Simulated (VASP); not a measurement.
Al, 1 atom in the cell. It takes space group Fm-3m (No. 225, cubic). Conventional cell: a = 4.103 Å, b = 4.103 Å, c = 4.103 Å, α = 90.00°, β = 90.00°, γ = 90.00°. Within 3.8 Å of Al (site symmetry m-3m) lie 12 Al at 2.90 Å. 

```yaml
Program: VASP 6.6.1
Task: single point
Functional: PBE
Potentials_or_basis: VASP PAW PBE potentials, release 64 (Al)
Cutoff: 520 eV
k_mesh: 12 × 12 × 12
Occupations: fermi-dirac, width 0.15 eV
Spin: no spin polarisation
Dipole_correction: no
Further_INCAR_settings: ALGO = Normal; EDIFF = 1e-06; NBANDS = 8
```

Potentials or basis: VASP PAW PBE potentials, release 64 (Al).

Command:

```bash
$ cat potpaw_PBE.64/Al/POTCAR > POTCAR
$ mpirun -np 1 vasp_std > vasp.out
```

Hardware: 1 thread of Intel Xeon 8259CL (shared host).

Problem. Estimate the wall time of this run.

Solution. Wall time 9.1 s on 1 thread of Intel Xeon 8259CL, on a shared host, peak memory 0.13 GiB. Counts: scf iterations 10, k points 72.
